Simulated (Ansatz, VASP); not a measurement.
Pb in VASP and in Ansatz

Contents of INCAR:

```
SYSTEM = Pb
ALGO     = Normal         ! electronic algorithm
EDIFF    = 1E-6           ! SCF threshold, eV
ENCUT    = 520            ! plane-wave cutoff, eV
GGA      = PE             ! functional
ISIF     = 2              ! what is computed and relaxed
ISMEAR   = -1             ! smearing method
LASPH    = .TRUE.         ! aspherical terms in the spheres
LCHARG   = .TRUE.         ! write CHGCAR
LELF     = .TRUE.         ! ELF
LREAL    = .FALSE.        ! projectors in reciprocal space
LVHAR    = .TRUE.       
LWAVE    = .FALSE.        ! write WAVECAR
NBANDS   = 21             ! bands
NELM     = 60             ! most SCF steps
PREC     = Accurate       ! precision mode
SIGMA    = 0.1            ! smearing width, eV
```

Contents of KPOINTS:

```
k-points
0
G
  12 12 6
  0 0 0
```

POSCAR

```
Pb
1.0
    3.4059300128      0.0000000000      0.0000000000
   -1.7029650064      2.9496219146      0.0000000000
    0.0000000000      0.0000000000      5.5848102782
Pb
2
Direct
    0.3333333333      0.6666666667      0.2500000000
    0.6666666667      0.3333333333      0.7500000000
```

Input for Ansatz:

```yaml
crystal:
  lattice:
    - [3.4059300128, 0.0, 0.0]
    - [-1.7029650064, 2.9496219146, 0.0]
    - [0.0, 0.0, 5.5848102782]
  atoms:
    - { symbol: Pb, position: [0.3333333333, 0.6666666667, 0.25] }
    - { symbol: Pb, position: [0.6666666667, 0.3333333333, 0.75] }
hamiltonian:
  xc: pbe
  pseudopotentials:
    kind: paw
    azcp:
      Pb: "pseudopotentials/Pb.paw.azcp"
basis:
  ecutwfc: 420
  fft_grid_basis: typed
kpoints:
  mp_grid: { grid: [12, 12, 6], shift: [0, 0, 0] }
magnetization:
  spin_polarized: false
scf:
  occupations: { method: fermi_dirac, width: 0.1 }
  lower_state_search: "off"
output:
  stress: true
```

Alike in both runs: task single point; functional PBE; k mesh 12 × 12 × 6; occupations fermi-dirac, width 0.1 eV; no spin polarisation.

|  | VASP | Ansatz |
| --- | --- | --- |
| version | VASP 6.6.1 | Ansatz 0.2.0 |
| potentials or method | VASP PAW PBE potentials, release 64 (Pb_d), cutoff 520 eV | plane waves (420 eV) with PAW, scalar-relativistic |
| valence electrons in the cell | 28 | 28 |

|  | VASP | Ansatz | Ansatz less VASP |
| --- | --- | --- | --- |
| pressure (GPa) | 6.7 | 6.7 | +0.08 |
| traceless stress, the component that is largest in VASP (GPa) | 0.11 | 0.10 | -0.005 |

With one functional, cell and mesh, what is left measures potentials, basis and numerics.

Spin-orbit coupling is off throughout.
